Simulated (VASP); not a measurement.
A run of VASP 6.6.1:

The input INCAR:

```
SYSTEM = PbS
ALGO = Normal
DIPOL = 0.5 0.5 0.500
EDIFF = 1E-7
ENCUT = 520
IDIPOL = 3
ISIF = 2
ISMEAR = 0
LASPH = .True.
LCHARG = .False.
LDIPOL = .True.
LREAL = .False.
LWAVE = .False.
NBANDS = 50
NELM = 60
PREC = Accurate
SIGMA = 0.05
```

Contents of KPOINTS:

```
k-points
0
Gamma
  8 8 1
  0 0 0
```

File POSCAR:

```
PbS
1.0
    4.2490215878      0.0000000000      0.0000000000
    0.0000000000      4.2490215878      0.0000000000
    0.0000000000      0.0000000000     24.0135359345
Pb S
4 4
Direct
    0.0000000000      0.0000000000      0.3123238502
    0.5000000000      0.5000000000      0.4374412834
    0.0000000000      0.0000000000      0.5625587166
    0.5000000000      0.5000000000      0.6876761498
    0.5000000000      0.5000000000      0.3123238502
    0.0000000000      0.0000000000      0.4374412834
    0.5000000000      0.5000000000      0.5625587166
    0.0000000000      0.0000000000      0.6876761498
```

Potentials or basis: VASP PAW LDA potentials, release 64 (Pb_d, S).

Command:

```bash
$ cat potpaw_LDA.64/Pb_d/POTCAR potpaw_LDA.64/S/POTCAR > POTCAR
$ mpirun -np 1 vasp_std > vasp.out
```

Hardware: 1 thread of Oxide Virtual Turin-like Processor, on a shared host.

Question: How long does it take, and how much memory?

Answer: It took 11 min on 1 thread of Oxide Virtual Turin-like Processor, on a shared host, peak memory 0.45 GiB. Counts: scf iterations 24, k points 15.
